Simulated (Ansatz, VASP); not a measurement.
**Two plane-wave programs on Tc12H**

```
Tc H
1.0
     5.48000    0.00000    0.00000
    -4.11000    7.11873    0.00000
     0.00000    0.00000    4.39496
Tc H
12 1
Direct
  0.99319 0.99775 0.00880
  0.16250 0.22343 0.49081
  0.99979 0.33340 0.99919
  0.16787 0.55644 0.49721
  0.00055 0.66695 0.00083
  0.16259 0.88410 0.49351
  0.50316 0.99827 0.00921
  0.67251 0.22397 0.49133
  0.50308 0.33764 0.00652
  0.66515 0.55478 0.49924
  0.49783 0.66530 0.00298
  0.66590 0.88833 0.50091
  0.33305 0.11100 0.75004
```

Alike in both runs: functional PBE; dispersion D3(BJ); k mesh 4 × 3 × 4; occupations fermi-dirac, width 0.15 eV; no spin polarisation.

Ansatz relaxed the structure, and its values are those at the end. VASP's run is a single point on that final structure, the one shown.

```csv
,VASP,Ansatz
version,VASP 6.6.1,Ansatz 0.2.0
potentials or method,"VASP PAW PBE potentials, release 64 (Tc_pv, H), cutoff 520 eV","scalar-relativistic, plane waves, PAW"
valence electrons in the cell,157,181
```

```tsv
	VASP	Ansatz	Ansatz less VASP
rms of the force components (eV/Å)	0.032	0.027	-0.0050
```

VASP's potentials hold 157 valence electrons a cell and Ansatz's 181, so a difference there can come from the potentials and not from the codes.
